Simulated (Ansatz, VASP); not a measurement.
## Two plane-wave programs on Sn

```
CELL_PARAMETERS angstrom
-1.72654 1.77555 2.33834
1.72654 -1.77555 2.33834
1.72654 1.77555 -2.33834
ATOMIC_POSITIONS crystal
Sn 0.00000 0.00000 0.00000
```

Alike in both runs: task single point; functional r2SCAN; k mesh 11 × 11 × 11; no spin polarisation.

```csv
,VASP,Ansatz
version,VASP 6.6.1,Ansatz 0.2.0
potentials or method,"VASP PAW PBE potentials, release 64 (Sn_d), cutoff 520 eV","plane waves, PAW"
occupations,"fermi-dirac, width 0.1 eV",fermi-dirac
valence electrons in the cell,14,14
```

```tsv
	VASP	Ansatz	Ansatz less VASP
pressure (GPa)	-2.2	-2.2	+0.03
traceless stress, the component that is largest in VASP (GPa)	-0.74	-0.74	-0.001
```

VASP's potentials were made for PBE, not for r2SCAN.
